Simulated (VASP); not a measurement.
# MgB5 (P6/mmm) in VASP: single point with PBE

Aim: the single point of MgB5 with PBE.

Program: VASP 6.6.1. These are calculated values, not measurements. Logs are shortened: lines on timing, memory, paths and dates and some standing lists are left out, and cuts for length are marked.

## 1. The cell of the first run

The structure is hexagonal, space group P6/mmm (No. 191). The conventional cell has a = 4.284 Å, b = 4.284 Å, c = 3.483 Å, α = 90.00°, β = 90.00°, γ = 120.00°. Within 3.3 Å of Mg (site symmetry 6/mmm) lie 18 B at 2.47 to 2.76 Å. B (site symmetry mmm) has 8 B at 2.14 Å and 4 Mg at 2.76 Å within 2.8 Å. B (site symmetry -6m2) has 9 B at 2.14 to 2.47 Å and 3 Mg at 2.47 Å within 2.8 Å.

The cell was generated, and may not be a known phase.

## 2. Single point, PBE

INCAR reads:

```
PREC = Accurate
ENCUT = 520
EDIFF = 1E-6
ISMEAR = 0
SIGMA = 0.1
LREAL = F
LASPH = T
NELM = 60
ALGO = Normal
ISIF = 2
LWAVE = F
LCHARG = F
GGA = PE
NBANDS = 18
```

KPOINTS reads:

```
regular mesh
0
Gamma
  6 6 6
```

POSCAR reads:

```
MgB5
1.0
    4.2838388100      0.0000000000      0.0000000000
   -2.1419194000      3.7099132300      0.0000000000
    0.0000000000      0.0000000000      3.4832805200
Mg B
1 5
Direct
    0.0000000000      0.0000000000      0.0000000000
    0.5000000000      0.0000000000      0.5000000000
    0.5000000000      0.5000000000      0.5000000000
    0.0000000000      0.5000000000      0.5000000000
    0.3333333300      0.6666666700      0.0000000000
    0.6666666700      0.3333333300      0.0000000000
```

Potentials or basis: VASP PAW PBE potentials, release 64 (Mg, B).

Started as:

```sh
cat potpaw_PBE.64/Mg/POTCAR potpaw_PBE.64/B/POTCAR > POTCAR
mpirun -np 1 vasp_std > vasp.out
```

OUTCAR:

```text
PREC = Accurate
   ENCUT = 520
   EDIFF = 1E-6
   ISMEAR = 0
   LREAL = F
   LASPH = T
   NELM = 60
   ISIF = 2
   GGA = PE

 ion  position               nearest neighbor table
   1  0.000  0.000  0.000-   5 2.47   6 2.47   5 2.47   6 2.47   6 2.47   5 2.47   4 2.76   4 2.76
                             4 2.76   4 2.76   3 2.76   3 2.76   3 2.76   3 2.76   2 2.76   2 2.76
   2  0.500  0.000  0.500-   5 2.14   6 2.14   5 2.14   6 2.14   3 2.14   3 2.14   4 2.14   4 2.14
                             1 2.76   1 2.76   1 2.76   1 2.76
   3  0.500  0.500  0.500-   5 2.14   6 2.14   5 2.14   6 2.14   2 2.14   2 2.14   4 2.14   4 2.14
                             1 2.76   1 2.76   1 2.76   1 2.76
   4  0.000  0.500  0.500-   5 2.14   6 2.14   5 2.14   6 2.14   2 2.14   2 2.14   3 2.14   3 2.14
                             1 2.76   1 2.76   1 2.76   1 2.76
   5  0.333  0.667  0.000-   2 2.14   2 2.14   4 2.14   4 2.14   3 2.14   3 2.14   1 2.47   1 2.47
                             1 2.47
   6  0.667  0.333  0.000-   2 2.14   2 2.14   4 2.14   4 2.14   3 2.14   3 2.14   1 2.47   1 2.47
                             1 2.47

  LATTYP: Found a hexagonal cell.
 ALAT       =     4.2838388100
 C/A-ratio  =     0.8131212855

  Lattice vectors:

 A1 = (   4.2838388100,   0.0000000000,   0.0000000000)
 A2 = (  -2.1419194000,   3.7099132300,   0.0000000000)
 A3 = (   0.0000000000,   0.0000000000,   3.4832805200)

Analysis of symmetry for initial positions (statically):
=====================================================================
 Subroutine PRICEL returns:
 Original cell was already a primitive cell.

 Routine SETGRP: Setting up the symmetry group for a
 hexagonal supercell.

 Subroutine GETGRP returns: Found 24 space group operations
 (whereof 24 operations were pure point group operations)
 out of a pool of 24 trial point group operations.

The static configuration has the point symmetry D_6h.

Analysis of symmetry for dynamics (positions and initial velocities):
=====================================================================
 Subroutine PRICEL returns:
 Original cell was already a primitive cell.

 Routine SETGRP: Setting up the symmetry group for a
 hexagonal supercell.

 Subroutine GETGRP returns: Found 24 space group operations
 (whereof 24 operations were pure point group operations)
 out of a pool of 24 trial point group operations.

The dynamic configuration has the point symmetry D_6h.

 Subroutine INISYM returns: Found 24 space group operations
 (whereof 24 operations are pure point group operations),
 and found     1 'primitive' translations

----------------------------------------------------------------------------------------

                                     Primitive cell

  volume of cell :      55.3586

  direct lattice vectors                    reciprocal lattice vectors
     4.283838810  0.000000000  0.000000000     0.233435487  0.134774041  0.000000000
    -2.141919400  3.709913230  0.000000000     0.000000000  0.269548083  0.000000000
     0.000000000  0.000000000  3.483280520     0.000000000  0.000000000  0.287085692

  length of vectors
     4.283838810  4.283838803  3.483280520     0.269548083  0.269548083  0.287085692

  position of ions in fractional coordinates (direct lattice)
     0.000000000  0.000000000  0.000000000
     0.500000000  0.000000000  0.500000000
     0.500000000  0.500000000  0.500000000
     0.000000000  0.500000000  0.500000000
     0.333333330  0.666666670  0.000000000
     0.666666670  0.333333330  0.000000000

  ion indices of the primitive-cell ions
   primitive index   ion index
                 1           1
                 2           2
                 3           3
                 4           4
                 5           5
                 6           6

----------------------------------------------------------------------------------------

 KPOINTS: regular mesh

Automatic generation of k-mesh.
 Grid dimensions read from file:
 generate k-points for:    6    6    6

 Generating k-lattice:

  Cartesian coordinates                     Fractional coordinates (reciprocal lattice)
     0.038905915  0.022462340  0.000000000     0.166666667  0.000000000  0.000000000
     0.000000000  0.044924681  0.000000000     0.000000000  0.166666667  0.000000000
     0.000000000  0.000000000  0.047847615     0.000000000  0.000000000  0.166666667

  Length of vectors
     0.044924680  0.044924681  0.047847615

  Shift w.r.t. Gamma in fractional coordinates (k-lattice)
     0.000000000  0.000000000  0.000000000

 Subroutine IBZKPT returns following result:
 ===========================================

 Found     28 irreducible k-points:

 Following reciprocal coordinates:
            Coordinates               Weight
  0.000000  0.000000  0.000000      1.000000
  0.166667  0.000000  0.000000      6.000000
  0.333333  0.000000  0.000000      6.000000
  0.500000  0.000000  0.000000      3.000000
  0.166667  0.166667  0.000000      6.000000
  0.333333  0.166667  0.000000     12.000000
[... 16 lines left out ...]
  0.166667  0.000000  0.500000      6.000000
  0.333333  0.000000  0.500000      6.000000
 [... further k-points ...]
   k-points           NKPTS =     28   k-points in BZ     NKDIM =     28   number of bands    NBANDS=     18
   number of dos      NEDOS =    301   number of ions     NIONS =      6
   total plane-waves  NPLWV =  28672
   dimension x,y,z NGX =    32 NGY =   32 NGZ =   28
   dimension x,y,z NGXF=    64 NGYF=   64 NGZF=   56
   ions per type =               1   5
   NGX,Y,Z   is equivalent  to a cutoff of  12.42, 12.42, 13.36 a.u.
   NGXF,Y,Z  is equivalent  to a cutoff of  24.84, 24.84, 26.73 a.u.
 SYSTEM =  unknown system
   PREC   = accura    normal or accurate (medium, high low for compatibility)
   ISTART =      0    job   : 0-new  1-cont  2-samecut
   ICHARG =      2    charge: 1-file 2-atom 10-const
   ISPIN  =      1    spin polarized calculation?
   LNONCOLLINEAR =      F non collinear calculations
   LSORBIT =      F    spin-orbit coupling
   LASPH  =      T    aspherical Exc in radial PAW
   ENCUT  =  520.0 eV  38.22 Ry    6.18 a.u.   7.97  7.97  6.48*2*pi/ulx,y,z
   NELM   =     60;   NELMIN=  2; NELMDL= -5     # of ELM steps
   EDIFF  = 0.1E-05   stopping-criterion for ELM
   LREAL  =      F    real-space projection
[... 7 lines left out ...]
   TEBEG  =    0.0;   TEEND  =   0.0 temperature during run
   PSTRESS=    0.0 pullay stress
   NELECT =      17.0000    total number of electrons
   NUPDOWN=      -1.0000    fix difference up-down
   EMIN   =  10.00;   EMAX   =-10.00  energy-range for DOS
   EFERMI =   0.00;   METHOD = LEGACY
   ISMEAR =     0;   SIGMA  =   0.10  broadening in eV -4-tet -1-fermi 0-gaus
   EFERMI_NEDOS =   21; number of points for ismear=-14 and -15
   IALGO  =     38    algorithm
   IMIX   =      4    mixing-type and parameters
     AMIX     =   0.40;   BMIX     =  1.00
     AMIX_MAG =   1.60;   BMIX_MAG =  1.00
  volume/ion in A,a.u.               =       9.23        62.26
  Fermi-wavevector in a.u.,A,eV,Ry     =   1.104492  2.087188 16.597792  1.219903
  Thomas-Fermi vector in A             =   2.240966
   LORBIT       =      0    0 simple, 1 ext, 2 COOP (PROOUT), +10 PAW based schemes
   GGA     = PE    functional components
   LHFCALC =     F    Hartree Fock is set to
   AEXX    =    0.0000 exact exchange contribution
   IVDW    =     0    specifies the selected vdW correction
   LEPSILON=     F    determine dielectric tensor
   LRPA    =     F    only Hartree local field effects (RPA)
 non-spin polarized calculation
 Gauss-broadening in eV      SIGMA  =   0.10
  energy-cutoff  :      520.00
  volume of cell :       55.36
 maximum number of plane-waves:      1512
 NGX is ok and might be reduce to    32
   NGX = 15   NGY = 15   NGZ = 13

 number of electron      16.9999999 magnetization

 Free energy of the ion-electron system (eV)
  ---------------------------------------------------
  ext. energy  EPLUGINS =         0.00000000
  ---------------------------------------------------
  free energy    TOTEN  =       -28.03840628 eV

  energy without entropy =      -28.03326813  energy(sigma->0) =      -28.03583721

 E-fermi :   6.3102     XC(G=0): -11.1571

 val. band max:        6.2889340019   @ k =   0.1667   0.1667   0.3333
 cond. band min:       6.4071708916   @ k =   0.0000   0.0000   0.5000
 fundamental gap:      0.1182368897
 Fermi energy:         6.3101541558

 k-point     1 :       0.0000    0.0000    0.0000
  band No.  band energies     occupation
      1      -8.2421      2.00000
      2      -1.7636      2.00000
      3       0.3308      2.00000
      4       0.4718      2.00000
      5       0.4718      2.00000
      6       1.9367      2.00000
[... 10 lines left out ...]
     17      11.2472      0.00000
     18      15.2065      0.00000

 k-point     2 :       0.1667    0.0000    0.0000
  band No.  band energies     occupation
      1      -8.0127      2.00000
      2      -2.8198      2.00000
      3      -0.1863      2.00000
      4       0.4681      2.00000
      5       0.5493      2.00000
      6       2.7421      2.00000
[... 10 lines left out ...]
     17      12.4663      0.00000
     18      14.1890      0.00000

 k-point     3 :       0.3333    0.0000    0.0000
  band No.  band energies     occupation
      1      -7.3566      2.00000
      2      -4.4456      2.00000
      3      -0.8442      2.00000
      4       0.0239      2.00000
      5       1.1599      2.00000
      6       4.3576      2.00000
[... 10 lines left out ...]
     17      12.3051      0.00000
     18      13.1849      0.00000

 k-point     4 :       0.5000    0.0000    0.0000
  band No.  band energies     occupation
      1      -6.6749      2.00000
      2      -5.4870      2.00000
      3      -1.0744      2.00000
      4      -0.1840      2.00000
      5       1.7227      2.00000
      6       3.3942      2.00000
[... 375 lines left out ...]
      4       1.8000      2.00000
      5       1.8000      2.00000
      6       3.5085      2.00000
[... 10 lines left out ...]
     17      15.4467      0.00000
     18      15.6576      0.00000

 k-point    23 :       0.1667    0.0000    0.5000
  band No.  band energies     occupation
      1      -5.8388      2.00000
      2      -5.0927      2.00000
      3      -1.4794      2.00000
      4       0.4053      2.00000
      5       1.5496      2.00000
      6       2.4855      2.00000
[... 10 lines left out ...]
     17      14.7885      0.00000
     18      15.5314      0.00000

 k-point    24 :       0.3333    0.0000    0.5000
  band No.  band energies     occupation
      1      -5.2451      2.00000
      2      -4.4229      2.00000
      3      -2.6434      2.00000
      4      -1.3703      2.00000
      5       1.1540      2.00000
      6       1.6612      2.00000
[... 10 lines left out ...]
     17      14.4701      0.00000
     18      14.7983      0.00000

 [... further k-points ...]
[... 5 lines left out ...]
  --------------------------------------------------------------------------------------
  -------------------------------------------------------------------------------------
  Total       -5.5668964     -5.5668964    -14.3725635     -0.0000000     -0.0000000      0.0000000
  in kB     -161.1158991   -161.1158987   -415.9675906     -0.0000002     -0.0000000      0.0000000
  external PRESSURE =    -246.0664628 kB  Pullay stress =       0.0000000 kB

 VOLUME and BASIS-vectors are now :
 -----------------------------------------------------------------------------
  energy-cutoff  :      520.00
  volume of cell :       55.36
      direct lattice vectors                 reciprocal lattice vectors
     4.283838810  0.000000000  0.000000000     0.233435487  0.134774041  0.000000000
    -2.141919400  3.709913230  0.000000000     0.000000000  0.269548083  0.000000000
     0.000000000  0.000000000  3.483280520     0.000000000  0.000000000  0.287085692

 POSITION                                       TOTAL-FORCE (eV/Angst)
 -----------------------------------------------------------------------------------
      0.00000      0.00000      0.00000        -0.000000      0.000000      0.000000
      2.14192      0.00000      1.74164        -0.000000      0.000000      0.000000
      1.07096      1.85496      1.74164        -0.000000      0.000000      0.000000
     -1.07096      1.85496      1.74164        -0.000000      0.000000      0.000000
     -0.00000      2.47328      0.00000        -0.000000      0.000000      0.000000
      2.14192      1.23664      0.00000         0.000000      0.000000     -0.000000
 -----------------------------------------------------------------------------------
    total drift:                               -0.000000      0.000000     -0.000000

  FREE ENERGIE OF THE ION-ELECTRON SYSTEM (eV)
  ---------------------------------------------------
  free  energy   TOTEN  =       -28.0384062828 eV

  energy  without entropy=      -28.0332681299  energy(sigma->0) =      -28.03583721
```

Run time: 21 s. Hardware: 1 thread of Intel Xeon Platinum 8375C at 2.90GHz (Ice Lake), shared host; peak memory 0.18 GiB.

Results:

```yaml
Free_energy: -28.0384 eV
Pressure: -24.6 GPa
Band_gap_on_the_k_mesh: zero (an odd number of electrons rules out a gap without spin polarisation)
```

Caveat: the stress differs along the axes, from -42 to -16 GPa.

The gap in the log of VASP goes by the Fermi energy; the results here count the filled bands.